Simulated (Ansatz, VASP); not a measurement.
# Two plane-wave programs on Zn

INCAR

```
SYSTEM = Zn
PREC = Accurate
ENCUT = 520
EDIFF = 1E-7
ISMEAR = 0
SIGMA = 0.1
LREAL = .False.
LASPH = .True.
NELM = 100
ALGO = Fast
ISIF = 2
LWAVE = .False.
LCHARG = .False.
GGA = PE
NBANDS = 25
```

KPOINTS

```
Automatic mesh
0
Gamma
  6 6 4
  0 0 0
```

POSCAR

```
Zn
1.0
    3.6151095483      0.0000000000      0.0000000000
   -1.8075547742      3.1307767064      0.0000000000
    0.0000000000      0.0000000000      4.1014627979
Zn
3
Direct
    0.2254000000      0.0000000000      0.3333333333
    0.0000000000      0.2254000000      0.6666666667
    0.7746000000      0.7746000000      0.0000000000
```

Input for Ansatz:

```yaml
crystal:
  lattice:
    - [3.6151095483, 0.0, 0.0]
    - [-1.8075547742, 3.1307767064, 0.0]
    - [0.0, 0.0, 4.1014627979]
  atoms:
    - { symbol: Zn, position: [0.2254, 0.0, 0.3333333333] }
    - { symbol: Zn, position: [0.0, 0.2254, 0.6666666667] }
    - { symbol: Zn, position: [0.7746, 0.7746, 0.0] }
basis:
  ecutwfc: 420
kpoints:
  mp_grid: { grid: [6, 6, 4] }
hamiltonian:
  xc: pbe
scf:
  occupations: { method: gaussian, width: 0.1 }
  lower_state_search: "off"
output:
  forces: true
  stress: true
  eigenvalues: true
```

Alike in both runs: task single point; functional PBE; k mesh 6 × 6 × 4; occupations gaussian, width 0.1 eV; no spin polarisation.

|  | VASP | Ansatz |
| --- | --- | --- |
| version | VASP 6.6.1 | Ansatz 0.2.0 |
| potentials or method | VASP PAW PBE potentials, release 64 (Zn), cutoff 520 eV | scalar-relativistic, plane waves, PAW |
| valence electrons in the cell | 36 | 36 |

Ansatz gave:

* gap on the k mesh at the Fermi level (eV): none
* rms of the force components (eV/Å): 4.645

Q: Estimate VASP's values.

A: gap on the k mesh at the Fermi level (eV): none; rms of the force components (eV/Å): 4.748.

Atom by atom the forces differ by 0.103 eV/Å (rms over components). A gap of «none» marks a metal or a gap that the smearing closes.

The k mesh is coarse, so the values compare programs but aren't converged.
